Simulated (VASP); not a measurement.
Wanted: the native input for a VASP 6.6.1 run.

- Task: single point
- Functional: PBEsol
- Potentials or basis: VASP PAW PBE potentials, release 64 (Zn)
- Cutoff: 520 eV
- k mesh: 16 × 16 × 16
- Occupations: fermi-dirac, width 0.1 eV
- Spin: no spin polarisation
- Dipole correction: no
- Further INCAR settings: ALGO = Normal; EDIFF = 1e-06; NBANDS = 12

The structure of Zn lies in POSCAR:

```
Zn
1.0
    0.0000000000      1.8688478389      1.8688478389
    1.8688478389      0.0000000000      1.8688478389
    1.8688478389      1.8688478389      0.0000000000
Zn
1
Direct
    0.0000000000      0.0000000000      0.0000000000
```

This cell differs from its parent crystal: volume scaled by 0.92.

The input as run:

INCAR

```
PREC = Accurate ; ENCUT = 520
EDIFF = 1E-6 ; ISMEAR = -1
SIGMA = 0.1 ; LREAL = F
LASPH = T ; NELM = 60
ALGO = Normal ; ISIF = 2
LWAVE = F ; LCHARG = F
GGA = PS ; NBANDS = 12
```

KPOINTS

```
regular mesh
0
Gamma
  16 16 16
```

Potentials or basis: VASP PAW PBE potentials, release 64 (Zn).

The run is started by

```console
$ cat potpaw_PBE.64/Zn/POTCAR > POTCAR
$ mpirun -np 1 vasp_std > vasp.out
```

It gave:

- Pressure: 9.2 GPa
- Band gap on the k mesh: zero (band 6 reaches 6.40 eV, above the bottom of band 7 at 2.95 eV)

Caveat: the PAW data sets were made with another functional, which shifts forces and pressure a little.

Wall time 10 s on 1 thread of Intel(R) Xeon(R) Platinum 8488C (Sapphire Rapids) (shared host), peak memory 0.13 GiB.
